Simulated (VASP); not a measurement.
Set up this calculation in VASP 6.6.1, as the native input.

- Task: single point
- Functional: PBE
- Potentials or basis: VASP PAW PBE potentials, release 64 (Si, Mo_sv)
- Cutoff: 520 eV
- k mesh: 6 × 6 × 6
- Occupations: gaussian, width 0.1 eV
- Spin: no spin polarisation
- Dipole correction: no
- Further INCAR settings: ALGO = Normal; EDIFF = 1e-07; NBANDS = 31

The structure of SiMo3 lies in POSCAR:

```
SiMo3
1.0
    0.0000000000      3.0995405396      3.0995405396
    3.0995405396      0.0000000000      3.0995405396
    3.0995405396      3.0995405396      0.0000000000
Si Mo
1 3
Direct
    0.0000000000      0.0000000000      0.0000000000
    0.7500000000      0.7500000000      0.7500000000
    0.2500000000      0.2500000000      0.2500000000
    0.5000000000      0.5000000000      0.5000000000
```

The input as run:

INCAR

```
SYSTEM = SiMo3
PREC = Accurate
ENCUT = 520
EDIFF = 1E-7
ISMEAR = 0
SIGMA = 0.1
LREAL = .False.
LASPH = .True.
NELM = 80
ALGO = Normal
ISIF = 2
LWAVE = .False.
LCHARG = .True.
GGA = PE
LELF = .True.
LVHAR = .True.
NBANDS = 31
```

KPOINTS

```
regular mesh
0
Gamma
  6 6 6
  0 0 0
```

Potentials or basis: VASP PAW PBE potentials, release 64 (Si, Mo_sv).

Launch:

```console
$ cat potpaw_PBE.64/Si/POTCAR potpaw_PBE.64/Mo_sv/POTCAR > POTCAR
$ mpirun -np 1 vasp_std > vasp.out
```

Results of the run:

```yaml
Pressure: 0.2 GPa
Band_gap_on_the_k_mesh: zero (band 23 reaches 13.81 eV, above the bottom of band 24 at 11.82 eV)
```

Run time: 37 s on 1 thread of Intel(R) Xeon(R) Platinum 8259CL CPU @ 2.50GHz (Skylake/Cascade Lake) (shared host), peak memory 0.2 GiB.
